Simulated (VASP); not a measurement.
# MoS2 in VASP: single point with LDA

Aim: the single point of MoS2 with LDA.

All numbers are computed with VASP 6.6.1; they aren't measurements. Logs are shortened: lines on timing, memory, paths and dates and some standing lists are left out, and cuts for length are marked.

## Step 1: The cell of the first run

The cell holds a sheet with vacuum, 6 atoms: a = 3.192 Å, b = 3.192 Å, c = 42.354 Å, α = 90.00°, β = 90.00°, γ = 120.00°.

## Step 2: Single point, LDA

The input, INCAR:

```
SYSTEM = MoS2
PREC = Accurate ; ENCUT = 520
EDIFF = 1E-7 ; ISMEAR = 0
SIGMA = 0.02 ; LREAL = .False.
LASPH = .True. ; NELM = 60
ALGO = Normal ; ISIF = 2
LWAVE = .False. ; LCHARG = .False.
LDIPOL = .True. ; IDIPOL = 3
DIPOL = 0.5 0.5 0.322 ; GGA = CA
NBANDS = 35
```

The input, KPOINTS:

```
Automatic mesh
0
Gamma
  12 12 1
  0 0 0
```

The input, POSCAR:

```
MoS2
1.0
    3.1916000000      0.0000000000      0.0000000000
   -1.5958000000      2.7640066787      0.0000000000
    0.0000000000      0.0000000000     42.3539999998
S Mo
4 2
Direct
    0.6666666667      0.3333333333      0.2154377039
    0.6666666667      0.3333333333      0.2876524025
    0.3333333333      0.6666666667      0.3563717746
    0.3333333333      0.6666666667      0.4285864733
    0.3333333333      0.6666666667      0.2515089049
    0.6666666667      0.3333333333      0.3925152723
```

Potentials or basis: VASP PAW LDA potentials, release 64 (S, Mo_sv).

Launch:

```bash
$ cat potpaw_LDA.64/S/POTCAR potpaw_LDA.64/Mo_sv/POTCAR > POTCAR
$ mpirun -np 1 vasp_std > vasp.out
```

OUTCAR:

```text
SYSTEM = MoS2
   PREC = Accurate
   ENCUT = 520
   EDIFF = 1E-7
   ISMEAR = 0
   LREAL = .False.
   LASPH = .True.
   NELM = 60
   ISIF = 2
   GGA = CA

 ion  position               nearest neighbor table
   1  0.667  0.333  0.215-   5 2.39   5 2.39   5 2.39
   2  0.667  0.333  0.288-   5 2.40   5 2.40   5 2.40
   3  0.333  0.667  0.356-   6 2.40   6 2.40   6 2.40
   4  0.333  0.667  0.429-   6 2.39   6 2.39   6 2.39
   5  0.333  0.667  0.252-   1 2.39   1 2.39   1 2.39   2 2.40   2 2.40   2 2.40
   6  0.667  0.333  0.393-   4 2.39   4 2.39   4 2.39   3 2.40   3 2.40   3 2.40

  LATTYP: Found a hexagonal cell.
 ALAT       =     3.1916000000
 C/A-ratio  =    13.2704599573

  Lattice vectors:

 A1 = (   3.1916000000,   0.0000000000,   0.0000000000)
 A2 = (  -1.5958000000,   2.7640066787,   0.0000000000)
 A3 = (   0.0000000000,   0.0000000000,  42.3539999998)

Analysis of symmetry for initial positions (statically):
=====================================================================
 Subroutine PRICEL returns:
 Original cell was already a primitive cell.

 Routine SETGRP: Setting up the symmetry group for a
 hexagonal supercell.

 Subroutine GETGRP returns: Found 12 space group operations
 (whereof  6 operations were pure point group operations)
 out of a pool of 24 trial point group operations.

The static configuration has the point symmetry C_3v.
 The point group associated with its full space group is D_3d.

Analysis of symmetry for dynamics (positions and initial velocities):
=====================================================================
 Subroutine PRICEL returns:
 Original cell was already a primitive cell.

 Routine SETGRP: Setting up the symmetry group for a
 hexagonal supercell.

 Subroutine GETGRP returns: Found 12 space group operations
 (whereof  6 operations were pure point group operations)
 out of a pool of 24 trial point group operations.

The dynamic configuration has the point symmetry C_3v.
 The point group associated with its full space group is D_3d.

 Subroutine INISYM returns: Found 12 space group operations
 (whereof  6 operations are pure point group operations),
 and found     1 'primitive' translations

----------------------------------------------------------------------------------------

                                     Primitive cell

  volume of cell :     373.6302

  direct lattice vectors                    reciprocal lattice vectors
     3.191600000  0.000000000  0.000000000     0.313322471  0.180896813  0.000000000
    -1.595800000  2.764006679  0.000000000     0.000000000  0.361793627  0.000000000
     0.000000000  0.000000000 42.354000000     0.000000000  0.000000000  0.023610521

  length of vectors
     3.191600000  3.191600000 42.354000000     0.361793627  0.361793627  0.023610521

  position of ions in fractional coordinates (direct lattice)
     0.666666667  0.333333333  0.215437704
     0.666666667  0.333333333  0.287652403
     0.333333333  0.666666667  0.356371775
     0.333333333  0.666666667  0.428586473
     0.333333333  0.666666667  0.251508905
     0.666666667  0.333333333  0.392515272

  ion indices of the primitive-cell ions
   primitive index   ion index
                 1           1
                 2           2
                 3           3
                 4           4
                 5           5
                 6           6

----------------------------------------------------------------------------------------

 KPOINTS: Automatic mesh

Automatic generation of k-mesh.
 Grid dimensions read from file:
 generate k-points for:   12   12    1

 Generating k-lattice:

  Cartesian coordinates                     Fractional coordinates (reciprocal lattice)
     0.026110206  0.015074734  0.000000000     0.083333333  0.000000000  0.000000000
     0.000000000  0.030149469  0.000000000     0.000000000  0.083333333  0.000000000
     0.000000000  0.000000000  0.023610521     0.000000000  0.000000000  1.000000000

  Length of vectors
     0.030149469  0.030149469  0.023610521

  Shift w.r.t. Gamma in fractional coordinates (k-lattice)
     0.000000000  0.000000000  0.000000000

 Subroutine IBZKPT returns following result:
 ===========================================

 Found     19 irreducible k-points:

 Following reciprocal coordinates:
            Coordinates               Weight
  0.000000  0.000000  0.000000      1.000000
  0.083333 -0.000000  0.000000      6.000000
  0.166667 -0.000000  0.000000      6.000000
  0.250000 -0.000000  0.000000      6.000000
  0.333333  0.000000  0.000000      6.000000
  0.416667  0.000000  0.000000      6.000000
[... 11 lines left out ...]
  0.333333  0.250000  0.000000     12.000000
  0.333333  0.333333  0.000000      2.000000
   k-points           NKPTS =     19   k-points in BZ     NKDIM =     19   number of bands    NBANDS=     35
   number of dos      NEDOS =    301   number of ions     NIONS =      6
   total plane-waves  NPLWV = 184320
   dimension x,y,z NGX =    24 NGY =   24 NGZ =  320
   dimension x,y,z NGXF=    48 NGYF=   48 NGZF=  640
   ions per type =               4   2
   NGX,Y,Z   is equivalent  to a cutoff of  12.50, 12.50, 12.56 a.u.
   NGXF,Y,Z  is equivalent  to a cutoff of  25.00, 25.00, 25.12 a.u.
 SYSTEM =  MoS2
   PREC   = accura    normal or accurate (medium, high low for compatibility)
   ISTART =      0    job   : 0-new  1-cont  2-samecut
   ICHARG =      2    charge: 1-file 2-atom 10-const
   ISPIN  =      1    spin polarized calculation?
   LNONCOLLINEAR =      F non collinear calculations
   LSORBIT =      F    spin-orbit coupling
   LASPH  =      T    aspherical Exc in radial PAW
   ENCUT  =  520.0 eV  38.22 Ry    6.18 a.u.   5.93  5.93 78.75*2*pi/ulx,y,z
   NELM   =     60;   NELMIN=  2; NELMDL= -5     # of ELM steps
   EDIFF  = 0.1E-06   stopping-criterion for ELM
   LREAL  =      F    real-space projection
   EDIFFG = 0.1E-05   stopping-criterion for IOM
   NSW    =      0    number of steps for IOM
   IBRION =     -1    ionic relax: 0-MD 1-quasi-New 2-CG
   NFREE  =      0    steps in history (QN), initial steepest desc. (CG)
   ISIF   =      2    stress and relaxation
   ISYM   =      2    0-nonsym 1-usesym 2-fastsym
   POTIM  = 0.5000    time-step for ionic-motion
   TEBEG  =    0.0;   TEEND  =   0.0 temperature during run
   PSTRESS=    0.0 pullay stress
   NELECT =      52.0000    total number of electrons
   NUPDOWN=      -1.0000    fix difference up-down
   EMIN   =  10.00;   EMAX   =-10.00  energy-range for DOS
   EFERMI =   0.00;   METHOD = LEGACY
   ISMEAR =     0;   SIGMA  =   0.02  broadening in eV -4-tet -1-fermi 0-gaus
   EFERMI_NEDOS =   21; number of points for ismear=-14 and -15
   IALGO  =     38    algorithm
   IMIX   =      4    mixing-type and parameters
     AMIX     =   0.40;   BMIX     =  1.00
     AMIX_MAG =   1.60;   BMIX_MAG =  1.00
  volume/ion in A,a.u.               =      62.27       420.23
  Fermi-wavevector in a.u.,A,eV,Ry     =   0.848390  1.603224  9.792994  0.719765
  Thomas-Fermi vector in A             =   1.964045
   LORBIT       =      0    0 simple, 1 ext, 2 COOP (PROOUT), +10 PAW based schemes
   GGA     = CA    functional components
   LHFCALC =     F    Hartree Fock is set to
   AEXX    =    0.0000 exact exchange contribution
   IVDW    =     0    specifies the selected vdW correction
   LEPSILON=     F    determine dielectric tensor
   LRPA    =     F    only Hartree local field effects (RPA)
 non-spin polarized calculation
 Gauss-broadening in eV      SIGMA  =   0.02
  energy-cutoff  :      520.00
  volume of cell :      373.63
 maximum number of plane-waves:     10140
 NGX is ok and might be reduce to    24
   NGX = 11   NGY = 11   NGZ =157

 number of electron      52.0000001 magnetization

 dipolmoment           0.000000      0.000000     -0.000000 electrons x Angstroem

 Free energy of the ion-electron system (eV)
  ---------------------------------------------------
  ext. energy  EPLUGINS =         0.00000000
  ---------------------------------------------------
  free energy    TOTEN  =       -48.75771617 eV

  energy without entropy =      -48.75771617  energy(sigma->0) =      -48.75771617

 E-fermi :  -1.5413     XC(G=0):  -3.4253

 val. band max:       -1.7959572154   @ k =   0.0000   0.0000   0.0000
 cond. band min:      -0.9760369723   @ k =   0.3333   0.3333   0.0000
 fundamental gap:      0.8199202430
 Fermi energy:        -1.5412872926

 k-point     1 :       0.0000    0.0000    0.0000
  band No.  band energies     occupation
      1     -63.0028      2.00000
      2     -63.0028      2.00000
      3     -37.3471      2.00000
      4     -37.3470      2.00000
      5     -37.1457      2.00000
      6     -37.1457      2.00000
[... 27 lines left out ...]
     34       0.6403      0.00000
     35       3.1621      0.00000

 k-point     2 :       0.0833   -0.0000    0.0000
  band No.  band energies     occupation
      1     -63.0003      2.00000
      2     -63.0003      2.00000
      3     -37.3420      2.00000
      4     -37.3420      2.00000
      5     -37.1716      2.00000
      6     -37.1716      2.00000
[... 27 lines left out ...]
     34       0.5311      0.00000
     35       3.3731      0.00000

 k-point     3 :       0.1667   -0.0000    0.0000
  band No.  band energies     occupation
      1     -62.9934      2.00000
      2     -62.9934      2.00000
      3     -37.3281      2.00000
      4     -37.3281      2.00000
      5     -37.2419      2.00000
      6     -37.2419      2.00000
[... 27 lines left out ...]
     34       0.9052      0.00000
     35       3.7867      0.00000
[... 533 lines left out ...]
 k-point    18 :       0.3333    0.2500    0.0000
  band No.  band energies     occupation
      1     -62.9615      2.00000
      2     -62.9615      2.00000
      3     -37.4581      2.00000
      4     -37.4581      2.00000
      5     -37.3414      2.00000
      6     -37.3414      2.00000
[... 27 lines left out ...]
     34       2.3773      0.00000
     35       4.3564      0.00000

 k-point    19 :       0.3333    0.3333    0.0000
  band No.  band energies     occupation
      1     -62.9602      2.00000
      2     -62.9602      2.00000
      3     -37.4311      2.00000
      4     -37.4311      2.00000
      5     -37.3842      2.00000
      6     -37.3841      2.00000
[... 27 lines left out ...]
     34       2.3566      0.00000
     35       4.2039      0.00000

------------------------ aborting loop because EDIFF is reached ----------------------------------------

 vacuum level on the upper side and lower side of the slab       (xc-potential included)        -0.051        -0.051

  FORCE on cell =-STRESS in cart. coord.  units (eV):
  Direction    XX          YY          ZZ          XY          YZ          ZX
  --------------------------------------------------------------------------------------
  -------------------------------------------------------------------------------------
  Total       -4.0095388     -4.0095388      0.0782312      0.0000000      0.0000000      0.0000000
  in kB      -17.1934497    -17.1934497      0.3354661      0.0000000      0.0000000      0.0000000
  external PRESSURE =     -11.3504778 kB  Pullay stress =       0.0000000 kB

 VOLUME and BASIS-vectors are now :
 -----------------------------------------------------------------------------
  energy-cutoff  :      520.00
  volume of cell :      373.63
      direct lattice vectors                 reciprocal lattice vectors
     3.191600000  0.000000000  0.000000000     0.313322471  0.180896813  0.000000000
    -1.595800000  2.764006679  0.000000000     0.000000000  0.361793627  0.000000000
     0.000000000  0.000000000 42.354000000     0.000000000  0.000000000  0.023610521

 POSITION                                       TOTAL-FORCE (eV/Angst)
 -----------------------------------------------------------------------------------
      1.59580      0.92134      9.12465         0.000000      0.000000     -0.018155
      1.59580      0.92134     12.18323         0.000000      0.000000      0.015451
     -0.00000      1.84267     15.09377         0.000000     -0.000000     -0.015451
     -0.00000      1.84267     18.15235         0.000000      0.000000      0.018155
     -0.00000      1.84267     10.65241        -0.000000      0.000000     -0.001378
      1.59580      0.92134     16.62459         0.000000     -0.000000      0.001378
 -----------------------------------------------------------------------------------
    total drift:                               -0.000000      0.000000     -0.000026

  FREE ENERGIE OF THE ION-ELECTRON SYSTEM (eV)
  ---------------------------------------------------
  free  energy   TOTEN  =       -48.7577161679 eV

  energy  without entropy=      -48.7577161679  energy(sigma->0) =      -48.75771617

 vacuum level on the upper side and lower side of the slab         3.665         3.666
```

Wall time 7.6 min (1 thread of Intel Xeon 8259CL, shared host); peak memory 0.46 GiB.

Results:

```yaml
Free_energy: -48.7577 eV
Largest_force: 0.018 eV/Å
Band_gap_on_the_k_mesh: 0.82 eV (least direct gap 1.56 eV)
```

Forces on the atoms (eV/Å):
```
S    0.000  0.000 -0.018
S    0.000  0.000  0.015
S    0.000  0.000 -0.015
S    0.000  0.000  0.018
Mo   0.000  0.000 -0.001
Mo   0.000  0.000  0.001
```
